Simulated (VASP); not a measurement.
# Ga2O3 (Cm) in VASP: further runs

Runs on Ga2O3. Level: r2SCAN. Tasks: single point.

Everything below comes from runs of VASP 6.6.1. Logs are shortened: lines on timing, memory, paths and dates and some standing lists are left out, and cuts for length are marked.

### Step 1. The cell of the first run

It takes space group Cm (No. 8, monoclinic). Conventional cell: a = 12.256 Å, b = 3.039 Å, c = 5.808 Å, α = 90.00°, β = 103.81°, γ = 90.00°. Within 2.4 Å of Ga (site symmetry m) lie 4 O at 1.83 to 1.87 Å. Ga (site symmetry m) has 4 O at 1.83 to 1.87 Å within 2.4 Å. Ga (site symmetry m) has 6 O at 1.94 to 2.08 Å within 2.6 Å. Within 2.6 Å of Ga (site symmetry m) lie 6 O at 1.94 to 2.08 Å. Within 2.4 Å of O (site symmetry m) lie 3 Ga at 1.83 to 1.94 Å. Within 2.4 Å of O (site symmetry m) lie 3 Ga at 1.83 to 1.94 Å. Within 2.5 Å of O (site symmetry m) lie 4 Ga at 1.87 to 2.08 Å. O (site symmetry m) has 4 Ga at 1.87 to 2.08 Å within 2.5 Å.

### Step 2. Single point, r2SCAN (atom 9 (O) moved -0.040 Å towards its neighbour atom 10 (O) at 2.811 Å)

Input file POSCAR:

```
Ga2O3
1.0
    6.1278415757     -1.5195305764      0.0025325578
    6.1278415757      1.5195305764      0.0025325578
   -1.3883852660      0.0000000000      5.6399772456
Ga O
4 6
Direct
    0.0905209738      0.0905209738      0.7947888382
    0.9094790262      0.9094790262      0.2052111618
    0.6587278752      0.6587278752      0.3144766576
    0.3412721248      0.3412721248      0.6855233424
    0.1642143310      0.1642143310      0.1091577328
    0.8357856690      0.8357856690      0.8908422672
    0.1733419983      0.1733419983      0.5635248269
    0.8266580017      0.8266580017      0.4364751731
    0.4961794338      0.4961794338      0.2493009076
    0.5037148571      0.5037148571      0.7437626390
```

Input file INCAR.step1:

```
PREC     = Accurate       # precision mode
ENCUT    = 520            # plane-wave cutoff, eV
ISMEAR   = 0              # smearing method
SIGMA    = 0.05           # smearing width, eV
LREAL    = False          # projectors in reciprocal space
LASPH    = True           # aspherical terms in the spheres
NELM     = 60             # most SCF steps
NBANDS   = 55             # bands
GGA      = PE             # functional
ALGO     = Normal         # electronic algorithm
EDIFF    = 1E-4           # SCF threshold, eV
LWAVE    = True           # write WAVECAR
LCHARG   = False          # write CHGCAR
```

Input file INCAR.step2:

```
PREC     = Accurate       # precision mode
ENCUT    = 520            # plane-wave cutoff, eV
EDIFF    = 1E-7           # SCF threshold, eV
ISMEAR   = 0              # smearing method
SIGMA    = 0.05           # smearing width, eV
LREAL    = False          # projectors in reciprocal space
LASPH    = True           # aspherical terms in the spheres
NELM     = 60             # most SCF steps
ALGO     = Normal         # electronic algorithm
ISIF     = 2              # what is computed and relaxed
LWAVE    = False          # write WAVECAR
LCHARG   = False          # write CHGCAR
METAGGA  = R2SCAN         # meta-GGA
LMIXTAU  = True         
NBANDS   = 55             # bands
ISTART   = 1
```

Input file KPOINTS:

```
Automatic mesh
0
Gamma
  8 8 4
```

Potentials or basis: VASP PAW PBE potentials, release 64 (Ga_d, O).

The run is started by

```bash
> cat potpaw_PBE.64/Ga_d/POTCAR potpaw_PBE.64/O/POTCAR > POTCAR
> cp INCAR.step1 INCAR
> mpirun -np 1 vasp_std > vasp.out
> cp INCAR.step2 INCAR
> mpirun -np 1 vasp_std > vasp.out
```

OUTCAR:

```text
PREC = Accurate
   ENCUT = 520
   EDIFF = 1E-7
   ISMEAR = 0
   LREAL = False
   LASPH = True
   NELM = 60
   ISIF = 2
   METAGGA = R2SCAN
   ISTART = 1

 ion  position               nearest neighbor table
   1  0.091  0.091  0.795-   5 1.83  10 1.84  10 1.84   7 1.87
   2  0.909  0.909  0.205-   6 1.83   9 1.84   9 1.84   8 1.87
   3  0.659  0.659  0.314-   9 1.94   5 1.94   5 1.94   8 2.01   7 2.08   7 2.08
   4  0.341  0.341  0.686-  10 1.94   6 1.94   6 1.94   7 2.01   8 2.08   8 2.08
   5  0.164  0.164  0.109-   1 1.83   3 1.94   3 1.94
   6  0.836  0.836  0.891-   2 1.83   4 1.94   4 1.94
   7  0.173  0.173  0.564-   1 1.87   4 2.01   3 2.08   3 2.08
   8  0.827  0.827  0.436-   2 1.87   3 2.01   4 2.08   4 2.08
   9  0.496  0.496  0.249-   2 1.84   2 1.84   3 1.94
  10  0.504  0.504  0.744-   1 1.84   1 1.84   4 1.94

  LATTYP: Found a base centered monoclinic cell.
 ALAT       =    12.2556841981
 B/A-ratio  =     0.2479715619
 C/A-ratio  =     0.4739313001
 COS(beta)  =    -0.2386312219

  Lattice vectors:

 A1 = (   6.1278415757,  -1.5195305764,   0.0025325578)
 A2 = (   6.1278415757,   1.5195305764,   0.0025325578)
 A3 = (  -1.3883852660,   0.0000000000,   5.6399772456)

Analysis of symmetry for initial positions (statically):
=====================================================================
 Subroutine PRICEL returns:
 Original cell was already a primitive cell.

 Routine SETGRP: Setting up the symmetry group for a
 base centered monoclinic supercell.

 Subroutine GETGRP returns: Found  2 space group operations
 (whereof  2 operations were pure point group operations)
 out of a pool of  4 trial point group operations.

The static configuration has the point symmetry C_1h.

Analysis of symmetry for dynamics (positions and initial velocities):
=====================================================================
 Subroutine PRICEL returns:
 Original cell was already a primitive cell.

 Routine SETGRP: Setting up the symmetry group for a
 base centered monoclinic supercell.

 Subroutine GETGRP returns: Found  2 space group operations
 (whereof  2 operations were pure point group operations)
 out of a pool of  4 trial point group operations.

The dynamic configuration has the point symmetry C_1h.

 Subroutine INISYM returns: Found  2 space group operations
 (whereof  2 operations are pure point group operations),
 and found     1 'primitive' translations

----------------------------------------------------------------------------------------

                                     Primitive cell

  volume of cell :     105.0433

  direct lattice vectors                    reciprocal lattice vectors
     6.127841576 -1.519530576  0.002532558     0.081586498 -0.329048989  0.020084034
     6.127841576  1.519530576  0.002532558     0.081586498  0.329048989  0.020084034
    -1.388385266  0.000000000  5.639977246    -0.000073271  0.000000000  0.177287643

  length of vectors
     6.313431869  6.313431869  5.808352346     0.339607070  0.339607070  0.177287658

  position of ions in fractional coordinates (direct lattice)
     0.090520974  0.090520974  0.794788838
     0.909479026  0.909479026  0.205211162
     0.658727875  0.658727875  0.314476658
     0.341272125  0.341272125  0.685523342
     0.164214331  0.164214331  0.109157733
     0.835785669  0.835785669  0.890842267
     0.173341998  0.173341998  0.563524827
     0.826658002  0.826658002  0.436475173
     0.496179434  0.496179434  0.249300908
     0.503714857  0.503714857  0.743762639

  ion indices of the primitive-cell ions
   primitive index   ion index
                 1           1
                 2           2
                 3           3
                 4           4
                 5           5
                 6           6
                 7           7
                 8           8
                 9           9
                10          10

----------------------------------------------------------------------------------------

 KPOINTS: Automatic mesh

Automatic generation of k-mesh.
 Grid dimensions read from file:
 generate k-points for:    8    8    4

 Generating k-lattice:

  Cartesian coordinates                     Fractional coordinates (reciprocal lattice)
     0.010198312 -0.041131124  0.002510504     0.125000000  0.000000000 -0.000000000
     0.010198312  0.041131124  0.002510504     0.000000000  0.125000000 -0.000000000
    -0.000018318  0.000000000  0.044321911     0.000000000  0.000000000  0.250000000

  Length of vectors
     0.042450884  0.042450884  0.044321915

  Shift w.r.t. Gamma in fractional coordinates (k-lattice)
     0.000000000  0.000000000  0.000000000

 Subroutine IBZKPT returns following result:
 ===========================================

 Found     78 irreducible k-points:

 Following reciprocal coordinates:
            Coordinates               Weight
  0.000000  0.000000  0.000000      1.000000
  0.125000  0.000000  0.000000      4.000000
  0.250000  0.000000  0.000000      4.000000
  0.375000  0.000000  0.000000      4.000000
  0.500000  0.000000  0.000000      2.000000
  0.125000  0.125000  0.000000      2.000000
[... 16 lines left out ...]
  0.125000  0.000000  0.250000      4.000000
  0.250000  0.000000  0.250000      4.000000
 [... further k-points ...]
   k-points           NKPTS =     78   k-points in BZ     NKDIM =     78   number of bands    NBANDS=     55
   number of dos      NEDOS =    301   number of ions     NIONS =     10
   total plane-waves  NPLWV = 110592
   dimension x,y,z NGX =    48 NGY =   48 NGZ =   48
   dimension x,y,z NGXF=    96 NGYF=   96 NGZF=   96
   ions per type =               4   6
   NGX,Y,Z   is equivalent  to a cutoff of  12.64, 12.64, 13.74 a.u.
   NGXF,Y,Z  is equivalent  to a cutoff of  25.28, 25.28, 27.48 a.u.
 SYSTEM =  unknown system
   PREC   = accura    normal or accurate (medium, high low for compatibility)
   ISTART =      1    job   : 0-new  1-cont  2-samecut
   ICHARG =      0    charge: 1-file 2-atom 10-const
   ISPIN  =      1    spin polarized calculation?
   LNONCOLLINEAR =      F non collinear calculations
   LSORBIT =      F    spin-orbit coupling
   LASPH  =      T    aspherical Exc in radial PAW
   ENCUT  =  520.0 eV  38.22 Ry    6.18 a.u.  11.74 11.74 10.80*2*pi/ulx,y,z
   NELM   =     60;   NELMIN=  2; NELMDL=  0     # of ELM steps
   EDIFF  = 0.1E-06   stopping-criterion for ELM
   LREAL  =      F    real-space projection
   EDIFFG = 0.1E-05   stopping-criterion for IOM
   NSW    =      0    number of steps for IOM
   IBRION =     -1    ionic relax: 0-MD 1-quasi-New 2-CG
   NFREE  =      0    steps in history (QN), initial steepest desc. (CG)
   ISIF   =      2    stress and relaxation
   ISYM   =      2    0-nonsym 1-usesym 2-fastsym
   POTIM  = 0.5000    time-step for ionic-motion
   TEBEG  =    0.0;   TEEND  =   0.0 temperature during run
   PSTRESS=    0.0 pullay stress
   NELECT =      88.0000    total number of electrons
   NUPDOWN=      -1.0000    fix difference up-down
   EMIN   =  10.00;   EMAX   =-10.00  energy-range for DOS
   EFERMI =   0.00;   METHOD = LEGACY
   ISMEAR =     0;   SIGMA  =   0.05  broadening in eV -4-tet -1-fermi 0-gaus
   EFERMI_NEDOS =   21; number of points for ismear=-14 and -15
   IALGO  =     38    algorithm
   IMIX   =      4    mixing-type and parameters
     AMIX     =   0.40;   BMIX     =  1.00
     AMIX_MAG =   1.60;   BMIX_MAG =  1.00
  volume/ion in A,a.u.               =      10.50        70.89
  Fermi-wavevector in a.u.,A,eV,Ry     =   1.543285  2.916386 32.405398  2.381730
  Thomas-Fermi vector in A             =   2.648970
   LORBIT       =      0    0 simple, 1 ext, 2 COOP (PROOUT), +10 PAW based schemes
   METAGGA = R2SCAN    functional components
   LHFCALC =     F    Hartree Fock is set to
   AEXX    =    0.0000 exact exchange contribution
   IVDW    =     0    specifies the selected vdW correction
   LEPSILON=     F    determine dielectric tensor
   LRPA    =     F    only Hartree local field effects (RPA)
 non-spin polarized calculation
 Gauss-broadening in eV      SIGMA  =   0.05
  energy-cutoff  :      520.00
  volume of cell :      105.04
 maximum number of plane-waves:      2850
   NGX = 23   NGY = 23   NGZ = 21

 number of electron      88.0000023 magnetization

 Free energy of the ion-electron system (eV)
  ---------------------------------------------------
  ext. energy  EPLUGINS =         0.00000000
  ---------------------------------------------------
  free energy    TOTEN  =      -102.43715921 eV

  energy without entropy =     -102.43715921  energy(sigma->0) =     -102.43715921

 E-fermi :   3.7084     XC(G=0): -12.5133

 val. band max:        3.3974383953   @ k =   0.5000   0.3750   0.5000
 cond. band min:       6.4092733138   @ k =   0.0000   0.0000   0.0000
 fundamental gap:      3.0118349185
 Fermi energy:         3.7083572245

 k-point     1 :       0.0000    0.0000    0.0000
  band No.  band energies     occupation
      1     -16.4309      2.00000
      2     -15.2864      2.00000
      3     -15.2690      2.00000
      4     -15.1345      2.00000
      5     -14.6831      2.00000
      6     -14.6459      2.00000
[... 47 lines left out ...]
     54      16.7201      0.00000
     55      17.0830      0.00000

 k-point     2 :       0.1250    0.0000    0.0000
  band No.  band energies     occupation
      1     -16.3132      2.00000
      2     -15.2734      2.00000
      3     -15.2378      2.00000
      4     -15.0620      2.00000
      5     -14.6799      2.00000
      6     -14.6435      2.00000
[... 47 lines left out ...]
     54      15.7733      0.00000
     55      15.9371      0.00000

 k-point     3 :       0.2500    0.0000    0.0000
  band No.  band energies     occupation
      1     -15.9955      2.00000
      2     -15.2291      2.00000
      3     -15.1311      2.00000
      4     -14.9591      2.00000
      5     -14.6640      2.00000
      6     -14.6373      2.00000
[... 1152 lines left out ...]
 k-point    23 :       0.1250    0.0000    0.2500
  band No.  band energies     occupation
      1     -16.2011      2.00000
      2     -15.4607      2.00000
      3     -15.2515      2.00000
      4     -14.9909      2.00000
      5     -14.7203      2.00000
      6     -14.6144      2.00000
[... 47 lines left out ...]
     54      15.9881      0.00000
     55      16.4215      0.00000

 k-point    24 :       0.2500    0.0000    0.2500
  band No.  band energies     occupation
      1     -15.8917      2.00000
      2     -15.3369      2.00000
      3     -15.1689      2.00000
      4     -14.9239      2.00000
      5     -14.6994      2.00000
      6     -14.6162      2.00000
[... 47 lines left out ...]
     54      15.0360      0.00000
     55      16.4450      0.00000

 [... further k-points ...]
[... 5 lines left out ...]
  --------------------------------------------------------------------------------------
  -------------------------------------------------------------------------------------
  Total        1.1962113      1.3751716      1.1241325      0.0000000      0.0000000      0.0948981
  in kB       18.2452564     20.9748560     17.1458720      0.0000000      0.0000000      1.4474366
  external PRESSURE =      18.7886615 kB  Pullay stress =       0.0000000 kB

 VOLUME and BASIS-vectors are now :
 -----------------------------------------------------------------------------
  energy-cutoff  :      520.00
  volume of cell :      105.04
      direct lattice vectors                 reciprocal lattice vectors
     6.127841576 -1.519530576  0.002532558     0.081586498 -0.329048989  0.020084034
     6.127841576  1.519530576  0.002532558     0.081586498  0.329048989  0.020084034
    -1.388385266  0.000000000  5.639977246    -0.000073271  0.000000000  0.177287643

 POSITION                                       TOTAL-FORCE (eV/Angst)
 -----------------------------------------------------------------------------------
      0.00592      0.00000      4.48305         0.015223      0.000000      0.052251
     10.86137      0.00000      1.16199        -0.036082      0.000000     -0.055005
      7.63655      0.00000      1.77698        -0.004276      0.000000     -0.002386
      3.23075      0.00000      3.86806         0.009402      0.000000      0.016832
      1.86101      0.00000      0.61648         0.103007      0.000000      0.033900
      9.00629      0.00000      5.02856        -0.096145      0.000000     -0.099922
      1.34204      0.00000      3.17915        -0.003009      0.000000     -0.090677
      9.52526      0.00000      2.46590         0.023079      0.000000      0.041756
      5.73489      0.00000      1.40856         0.039381      0.000000      0.235356
      5.14074      0.00000      4.19736        -0.050580      0.000000     -0.132105
 -----------------------------------------------------------------------------------
    total drift:                                0.000314     -0.000000     -0.000473

  FREE ENERGIE OF THE ION-ELECTRON SYSTEM (eV)
  ---------------------------------------------------
  free  energy   TOTEN  =      -102.4371592065 eV

  energy  without entropy=     -102.4371592065  energy(sigma->0) =     -102.43715921
```

Wall time 48 min (1 thread of AMD EPYC 9R14 (Zen 4), shared host); peak memory 0.53 GiB.

What came out:

| Quantity | Value |
| --- | --- |
| Free energy | -102.4372 eV |
| Pressure | 1.9 GPa |
| Largest force | 0.239 eV/Å |
| Band gap on the k mesh | 3.01 eV (least direct gap 3.05 eV) |

Forces in eV/Å, atoms in the order of the input:
```
Ga   0.015  0.000  0.052
Ga  -0.036  0.000 -0.055
Ga  -0.004  0.000 -0.002
Ga   0.009  0.000  0.017
O    0.103  0.000  0.034
O   -0.096  0.000 -0.100
O   -0.003  0.000 -0.091
O    0.023  0.000  0.042
O    0.039  0.000  0.235
O   -0.051  0.000 -0.132
```

Stress tensor (GPa, compression positive):
```
1.82 0.00 0.14
0.00 2.10 0.00
0.14 0.00 1.71
```

Caveat: the cell differs from its parent crystal (atom 9 (O) moved -0.040 Å towards its neighbour atom 10 (O) at 2.811 Å); the PAW data sets were made with another functional, which shifts forces and pressure a little.

(Part 1 of 4 ends here.)
